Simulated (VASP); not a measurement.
# SnO2 (C2) in VASP: a series of runs

The runs below take SnO2 through single point, with PBE.

All numbers are computed with VASP 6.6.1; they aren't measurements. Logs are shortened: lines on timing, memory, paths and dates and some standing lists are left out, and cuts for length are marked.

## Step 1: The cell of the first run

Symmetry: C2, No. 5, monoclinic system. The conventional cell has a = 5.671 Å, b = 3.274 Å, c = 5.326 Å, α = 90.00°, β = 110.79°, γ = 90.00°. Sn (site symmetry 2) has 6 O at 2.03 to 2.27 Å within 2.7 Å. Within 2.8 Å of O (site symmetry 1) lie 3 Sn at 2.03 to 2.27 Å and 3 O at 2.78 Å.

## Step 2: Single point, PBE (atoms displaced along a vibrational mode, the cell strained)

INCAR reads:

```
PREC     = Accurate       # precision mode
ENCUT    = 520            # plane-wave cutoff, eV
EDIFF    = 1E-6           # SCF threshold, eV
ISMEAR   = 0              # smearing method
SIGMA    = 0.05           # smearing width, eV
LREAL    = F              # projectors in reciprocal space
LASPH    = T              # aspherical terms in the spheres
NELM     = 60             # most SCF steps
ALGO     = Normal         # electronic algorithm
ISIF     = 2              # what is computed and relaxed
LWAVE    = F              # write WAVECAR
LCHARG   = F              # write CHGCAR
GGA      = PE             # functional
NBANDS   = 20             # bands
```

KPOINTS reads:

```
regular mesh
0
Gamma
  12 12 12
```

POSCAR reads:

```
SnO2
1.0
    1.6369756479      0.9451083310      4.9797335685
   -1.6369756479      0.9451083310      4.9797335685
    0.0000000000     -1.8902166619      4.9797335685
Sn O
1 2
Direct
    0.5098364945      0.4901635055      0.5000000000
    0.1983900727      0.2713752757      0.2348826742
    0.7286247243      0.8016099273      0.7651173258
```

Potentials or basis: VASP PAW PBE potentials, release 64 (Sn_d, O).

Run with:

```bash
cat potpaw_PBE.64/Sn_d/POTCAR potpaw_PBE.64/O/POTCAR > POTCAR
mpirun -np 1 vasp_std > vasp.out
```

OUTCAR:

```text
PREC = Accurate
   ENCUT = 520
   EDIFF = 1E-6
   ISMEAR = 0
   LREAL = F
   LASPH = T
   NELM = 60
   ISIF = 2
   GGA = PE

 ion  position               nearest neighbor table
   1  0.510  0.490  0.500-   2 2.03   3 2.03   3 2.15   2 2.15   2 2.27   3 2.27
   2  0.198  0.271  0.235-   1 2.03   1 2.15   1 2.27
   3  0.729  0.802  0.765-   1 2.03   1 2.15   1 2.27

  LATTYP: Found a trigonal (rhomboedric) cell.
 ALAT       =     5.3264120609
 COS(alpha) =     0.8110943660

  Lattice vectors:

 A1 = (   1.6369756479,   0.9451083310,   4.9797335685)
 A2 = (  -1.6369756479,   0.9451083310,   4.9797335685)
 A3 = (   0.0000000000,  -1.8902166619,   4.9797335685)

Analysis of symmetry for initial positions (statically):
=====================================================================
 Subroutine PRICEL returns:
 Original cell was already a primitive cell.

 Routine SETGRP: Setting up the symmetry group for a
 trigonal (rhombohedral) supercell.

 Subroutine GETGRP returns: Found  2 space group operations
 (whereof  2 operations were pure point group operations)
 out of a pool of 12 trial point group operations.

The static configuration has the point symmetry C_2 .

Analysis of symmetry for dynamics (positions and initial velocities):
=====================================================================
 Subroutine PRICEL returns:
 Original cell was already a primitive cell.

 Routine SETGRP: Setting up the symmetry group for a
 trigonal (rhombohedral) supercell.

 Subroutine GETGRP returns: Found  2 space group operations
 (whereof  2 operations were pure point group operations)
 out of a pool of 12 trial point group operations.

The dynamic configuration has the point symmetry C_2 .

 Subroutine INISYM returns: Found  2 space group operations
 (whereof  2 operations are pure point group operations),
 and found     1 'primitive' translations

----------------------------------------------------------------------------------------

                                     Primitive cell

  volume of cell :      46.2255

  direct lattice vectors                    reciprocal lattice vectors
[... 82 lines left out ...]
   ICHARG =      2    charge: 1-file 2-atom 10-const
   ISPIN  =      1    spin polarized calculation?
   LNONCOLLINEAR =      F non collinear calculations
   LSORBIT =      F    spin-orbit coupling
   LASPH  =      T    aspherical Exc in radial PAW
   ENCUT  =  520.0 eV  38.22 Ry    6.18 a.u.   9.90  9.90  9.90*2*pi/ulx,y,z
   NELM   =     60;   NELMIN=  2; NELMDL= -5     # of ELM steps
   EDIFF  = 0.1E-05   stopping-criterion for ELM
   LREAL  =      F    real-space projection
   EDIFFG = 0.1E-04   stopping-criterion for IOM
   NSW    =      0    number of steps for IOM
   IBRION =     -1    ionic relax: 0-MD 1-quasi-New 2-CG
   NFREE  =      0    steps in history (QN), initial steepest desc. (CG)
   ISIF   =      2    stress and relaxation
   ISYM   =      2    0-nonsym 1-usesym 2-fastsym
   POTIM  = 0.5000    time-step for ionic-motion
   TEBEG  =    0.0;   TEEND  =   0.0 temperature during run
   PSTRESS=    0.0 pullay stress
   NELECT =      26.0000    total number of electrons
   NUPDOWN=      -1.0000    fix difference up-down
   EMIN   =  10.00;   EMAX   =-10.00  energy-range for DOS
   EFERMI =   0.00;   METHOD = LEGACY
   ISMEAR =     0;   SIGMA  =   0.05  broadening in eV -4-tet -1-fermi 0-gaus
   EFERMI_NEDOS =   21; number of points for ismear=-14 and -15
   IALGO  =     38    algorithm
   IMIX   =      4    mixing-type and parameters
     AMIX     =   0.40;   BMIX     =  1.00
     AMIX_MAG =   1.60;   BMIX_MAG =  1.00
  volume/ion in A,a.u.               =      15.41       103.98
  Fermi-wavevector in a.u.,A,eV,Ry     =   1.351364  2.553707 24.846737  1.826184
  Thomas-Fermi vector in A             =   2.478792
   LORBIT       =      0    0 simple, 1 ext, 2 COOP (PROOUT), +10 PAW based schemes
   GGA     = PE    functional components
   LHFCALC =     F    Hartree Fock is set to
   AEXX    =    0.0000 exact exchange contribution
   IVDW    =     0    specifies the selected vdW correction
   LEPSILON=     F    determine dielectric tensor
   LRPA    =     F    only Hartree local field effects (RPA)
 non-spin polarized calculation
 Gauss-broadening in eV      SIGMA  =   0.05
  energy-cutoff  :      520.00
  volume of cell :       46.23
 maximum number of plane-waves:      1260
   NGX = 19   NGY = 19   NGZ = 19

 number of electron      26.0000003 magnetization

 Free energy of the ion-electron system (eV)
  ---------------------------------------------------
  ext. energy  EPLUGINS =         0.00000000
  ---------------------------------------------------
  free energy    TOTEN  =       -18.04585730 eV

  energy without entropy =      -18.04585730  energy(sigma->0) =      -18.04585730

 E-fermi :   2.8513     XC(G=0):  -9.6312

 val. band max:        2.6452745941   @ k =  -0.1667   0.1667   0.0000
 cond. band min:       4.4091851880   @ k =   0.0000   0.0000   0.0000
 fundamental gap:      1.7639105939
 Fermi energy:         2.8512824999

 k-point     1 :       0.0000    0.0000    0.0000
  band No.  band energies     occupation
      1     -17.3386      2.00000
      2     -17.2542      2.00000
      3     -17.1641      2.00000
      4     -17.0267      2.00000
      5     -17.0132      2.00000
      6     -15.1236      2.00000
[... 541 lines left out ...]
     19      15.8083      0.00000
     20      18.0728      0.00000

 [... further k-points ...]

------------------------ aborting loop because EDIFF is reached ----------------------------------------

  FORCE on cell =-STRESS in cart. coord.  units (eV):
  Direction    XX          YY          ZZ          XY          YZ          ZX
  --------------------------------------------------------------------------------------
  -------------------------------------------------------------------------------------
  Total       -0.5478231     -1.1117674     -0.2561759      0.0000000      0.5559865      0.0000000
  in kB      -18.9875844    -38.5339356     -8.8790741      0.0000000     19.2705290      0.0000000
  external PRESSURE =     -22.1335314 kB  Pullay stress =       0.0000000 kB

 VOLUME and BASIS-vectors are now :
 -----------------------------------------------------------------------------
  energy-cutoff  :      520.00
  volume of cell :       46.23
      direct lattice vectors                 reciprocal lattice vectors
     1.636975648  0.945108331  4.979733569     0.305441318  0.176346627  0.066937985
    -1.636975648  0.945108331  4.979733569    -0.305441318  0.176346627  0.066937985
     0.000000000 -1.890216662  4.979733569     0.000000000 -0.352693255  0.066937985

 POSITION                                       TOTAL-FORCE (eV/Angst)
 -----------------------------------------------------------------------------------
      0.03220      0.00000      7.46960        -1.854979      0.000000      0.000000
     -0.11947      0.00000      3.50896         0.927489      0.273647     -0.081289
     -0.11947      0.00000     11.43024         0.927489     -0.273647      0.081289
 -----------------------------------------------------------------------------------
    total drift:                               -0.000259     -0.000000      0.000000

  FREE ENERGIE OF THE ION-ELECTRON SYSTEM (eV)
  ---------------------------------------------------
  free  energy   TOTEN  =       -18.0458573024 eV

  energy  without entropy=      -18.0458573024  energy(sigma->0) =      -18.04585730
```

OSZICAR:

```text
N       E                     dE             d eps       ncg     rms          rms(c)
DAV:   1     0.260108075063E+03    0.26011E+03   -0.13919E+04 20016   0.187E+03
DAV:   2     0.902038141683E+01   -0.25109E+03   -0.23806E+03 20800   0.485E+02
DAV:   3    -0.201489544526E+02   -0.29169E+02   -0.28859E+02 22352   0.143E+02
DAV:   4    -0.210049870814E+02   -0.85603E+00   -0.85523E+00 21072   0.265E+01
DAV:   5    -0.210226514682E+02   -0.17664E-01   -0.17664E-01 22952   0.402E+00    0.106E+01
DAV:   6    -0.180722130176E+02    0.29504E+01   -0.12104E+01 30232   0.590E+01    0.439E+00
DAV:   7    -0.180628034123E+02    0.94096E-02   -0.73897E-01 19440   0.705E+00    0.212E+00
DAV:   8    -0.180462779208E+02    0.16525E-01   -0.83019E-02 20052   0.284E+00    0.487E-01
DAV:   9    -0.180451684538E+02    0.11095E-02   -0.12575E-02 26992   0.152E+00    0.102E-01
DAV:  10    -0.180458140680E+02   -0.64561E-03   -0.20619E-03 19892   0.377E-01    0.356E-02
DAV:  11    -0.180458542814E+02   -0.40213E-04   -0.65855E-05 27144   0.811E-02    0.210E-02
DAV:  12    -0.180458572179E+02   -0.29365E-05   -0.87171E-06 19872   0.256E-02    0.631E-03
DAV:  13    -0.180458573024E+02   -0.84522E-07   -0.11077E-06 17100   0.945E-03
   1 F= -.18045857E+02 E0= -.18045857E+02  d E =-.971458E-11
```

Run time: 11 min. Hardware: 1 thread of Intel Xeon Platinum 8488C (Sapphire Rapids), shared host; peak memory 0.54 GiB.

Results:

| Property | Result |
| --- | --- |
| Free energy | -18.0459 eV |
| Pressure | -2.2 GPa |
| Largest force | 1.855 eV/Å |
| Band gap on the k mesh | 1.76 eV (least direct gap 1.90 eV) |

Forces on the atoms (eV/Å):
```
Sn  -1.855  0.000  0.000
O    0.927  0.274 -0.081
O    0.927 -0.274  0.081
```

Stress tensor (GPa, compression positive):
```
-1.90  0.00  0.00
 0.00 -3.85  1.93
 0.00  1.93 -0.89
```

Caveat: the cell differs from its parent crystal (atoms displaced along a vibrational mode, the cell strained); spin-orbit coupling is left out, which moves the levels of the heavy elements; forces of over 1 eV/Å act on the atoms, so gaps and moduli don't describe the material at rest. A k mesh can miss the band edges.

## Step 3: Single point, PBE (atoms displaced along a vibrational mode, the cell strained)

INCAR reads:

```
ALGO = Normal
EDIFF = 1E-6
ENCUT = 520
GGA = PE
ISIF = 2
ISMEAR = 0
LASPH = True
LCHARG = False
LREAL = False
LWAVE = False
NBANDS = 20
NELM = 100
PREC = Accurate
SIGMA = 0.05
```

KPOINTS reads:

```
k-points
0
Gamma
  12 12 12
```

POSCAR reads:

```
SnO2
1.0
    1.5965564961      0.9217723228      4.8567771841
   -1.5965564961      0.9217723228      4.8567771841
    0.0000000000     -1.8435446456      4.8567771841
Sn O
1 2
Direct
    0.5098364945      0.4901635055      0.5000000000
    0.1983900727      0.2713752757      0.2348826742
    0.7286247243      0.8016099273      0.7651173258
```

Potentials or basis: VASP PAW PBE potentials, release 64 (Sn_d, O).

Run with:

```bash
cat potpaw_PBE.64/Sn_d/POTCAR potpaw_PBE.64/O/POTCAR > POTCAR
mpirun -np 1 vasp_std > vasp.out
```

Run time: 18 min. Hardware: 1 thread of Oxide Virtual Turin-like, shared host; peak memory 0.48 GiB.

The run converged. Its results:

```yaml
Free_energy: -17.9805 eV
Pressure: 8.9 GPa
Largest_force: 2.538 eV/Å
Band_gap_on_the_k_mesh: 2.23 eV (least direct gap 2.43 eV)
```

Forces on the atoms (eV/Å):
```
Sn  -2.538  0.000  0.000
O    1.269  0.353  0.786
O    1.269 -0.353 -0.786
```

Stress tensor (GPa, compression positive):
```
11.52  0.00  0.00
 0.00  9.25  2.62
 0.00  2.62  5.84
```

Levels at points of the mesh, in eV from the valence-band top:
```
           k point  band 11  band 12  band 13  band 14  band 15  band 16
(0.00, 0.00, 0.00)    -0.82    -0.80    -0.19     2.23     6.03    11.21
(0.50, 0.00, 0.00)    -1.43    -0.54    -0.50     5.68     8.03    10.39
(0.00, 0.00, 0.50)    -1.45    -0.53    -0.52     5.63     8.10    10.36
(0.50, 0.50, 0.00)    -1.19    -0.42    -0.06     5.39     7.31    11.11
(0.50, 0.00, 0.50)    -1.16    -0.42    -0.04     5.44     7.25    11.08
(0.50, 0.50, 0.50)    -1.25    -0.78    -0.78     3.36     5.93    11.66
```

Caveat: the cell differs from its parent crystal (atoms displaced along a vibrational mode, the cell strained); the cell stands under pressure; spin-orbit coupling is left out, which moves the levels of the heavy elements; forces of over 1 eV/Å act on the atoms, so gaps and moduli don't describe the material at rest. A k mesh can miss the band edges.

[end of part 1 of 2]
